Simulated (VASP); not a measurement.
Here is a VASP 6.6.1 calculation.

The input POSCAR:

```
MgO2
1.0
    1.5806896008      0.9126115665      3.5987982411
   -1.5806896008      0.9126115665      3.5987982411
    0.0000000000     -1.8252231330      3.5987982411
Mg O
1 2
Direct
    0.0000000000      0.0000000000      0.0000000000
    0.4287860000      0.4287860000      0.4287860000
    0.5712140000      0.5712140000      0.5712140000
```

Contents of INCAR.step1:

```
ALGO     = Normal         # electronic algorithm
EDIFF    = 1E-4           # SCF threshold, eV
ENCUT    = 520            # plane-wave cutoff, eV
GGA      = PE             # functional
ISMEAR   = 0              # smearing method
LASPH    = True           # aspherical terms in the spheres
LCHARG   = False          # write CHGCAR
LREAL    = False          # projectors in reciprocal space
LWAVE    = True           # write WAVECAR
NBANDS   = 14             # bands
NELM     = 100            # most SCF steps
PREC     = Accurate       # precision mode
SIGMA    = 0.05           # smearing width, eV
```

The input INCAR.step2:

```
ALGO     = Normal         # electronic algorithm
EDIFF    = 1E-6           # SCF threshold, eV
ENCUT    = 520            # plane-wave cutoff, eV
ISIF     = 2              # what is computed and relaxed
ISMEAR   = 0              # smearing method
ISTART   = 1            
LASPH    = True           # aspherical terms in the spheres
LCHARG   = False          # write CHGCAR
LMIXTAU  = True         
LREAL    = False          # projectors in reciprocal space
LWAVE    = False          # write WAVECAR
METAGGA  = R2SCAN         # meta-GGA
NBANDS   = 14             # bands
NELM     = 100            # most SCF steps
PREC     = Accurate       # precision mode
SIGMA    = 0.05           # smearing width, eV
```

KPOINTS

```
k-points
0
Gamma
  12 12 12
```

Potentials or basis: VASP PAW PBE potentials, release 64 (Mg, O).

Run with:

```bash
$ cat potpaw_PBE.64/Mg/POTCAR potpaw_PBE.64/O/POTCAR > POTCAR
$ cp INCAR.step1 INCAR
$ mpirun -np 1 vasp_std > vasp.out
$ cp INCAR.step2 INCAR
$ mpirun -np 1 vasp_std > vasp.out
```

(1) Estimate the band gap on the k mesh.

(2) What does it give for the pressure?

(3) Predict the largest force.

Results:

(1) 2.26 eV.

(2) -7.9 GPa.

(3) 0.825 eV/Å.

Caveat: the cell differs from its parent crystal (strain -0.015 along x and y, +0.030 along z); the cell stands under tension; the PAW data sets were made with another functional, which shifts forces and pressure a little.
